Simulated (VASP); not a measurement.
Crystal: Se.

```xyz
3
Lattice="4.4094 0.0000 0.0000 -2.2047 3.8187 0.0000 0.0000 0.0000 5.0026" Properties=species:S:1:pos:R:3 pbc="T T T"
Se    1.7078    2.9579    0.0000
Se   -0.4969    0.8607    3.3351
Se    0.9939    0.0000    1.6675
```

```yaml
Program: VASP 6.6.1
Task: relaxation of cell and atoms
Functional: PBE
Potentials_or_basis: VASP PAW PBE potentials, release 64 (Se)
Cutoff: 320 eV
k_mesh: 5 × 5 × 4
Occupations: gaussian, width 0.03 eV
Spin: non-collinear spin, zero start, spin-orbit coupling
Starting_moments: "[[0.0, 0.0, 0.0], [0.0, 0.0, 0.0], [0.0, 0.0, 0.0]] μB"
```

At the start: pressure 1.3 GPa; volume 28.08 Å³/atom.

Q: How do energy, volume and symmetry change on relaxing?

A: Over 20 steps the energy falls by 3.6 meV/atom and the volume is 29.63 Å³/atom (+5.5 %); space group P3_121 (No. 152, to 0.1 Å) before and after; moment 0.00 μB per cell.

Step by step:
| step | energy change (eV) | largest force (eV/Å) | pressure (GPa) | volume (Å³) |
| --- | --- | --- | --- | --- |
| 1 | 0.0000 | 0.1520 | 1.26 | 84.24 |
| 2 | -0.0022 | 0.2496 | -0.87 | 86.95 |
| 3 | -0.0072 | 0.0724 | 0.03 | 85.69 |
| 4 | -0.0072 | 0.0684 | 0.08 | 85.67 |
| 5 | -0.0079 | 0.0509 | 0.08 | 85.86 |
| 6 | -0.0087 | 0.0026 | 0.07 | 86.39 |
| 7 | -0.0090 | 0.0151 | 0.00 | 86.69 |
| 8 | -0.0091 | 0.0484 | -0.19 | 87.47 |
| 9 | -0.0092 | 0.0470 | -0.19 | 87.52 |
| 10 | -0.0093 | 0.0426 | -0.17 | 87.65 |
| 11 | -0.0096 | 0.0343 | -0.14 | 87.91 |
| 12 | -0.0100 | 0.0169 | -0.08 | 88.44 |
| 13 | -0.0100 | 0.0214 | 0.05 | 89.49 |
| 14 | -0.0101 | 0.0054 | -0.02 | 89.05 |
| 15 | -0.0101 | 0.0007 | -0.03 | 88.88 |
| 16 | -0.0101 | 0.0017 | -0.02 | 88.95 |
| 17 | -0.0101 | 0.0034 | -0.01 | 89.00 |
| 18 | -0.0101 | 0.0034 | -0.01 | 88.98 |
| 19 | -0.0101 | 0.0033 | 0.00 | 88.90 |
| 20 | -0.0107 | 0.0025 | 0.00 | 88.90 |

Final structure:
```
Se
1.0
     4.50570    0.00000    0.00000
    -2.25285    3.90205    0.00000
     0.00000    0.00000    5.05669
Se
3
Direct
  0.77995 0.77995 0.00000
  0.00000 0.22005 0.66667
  0.22005 0.00000 0.33333
```

Where two steps share one volume, the run began anew on that cell with a basis built for it.
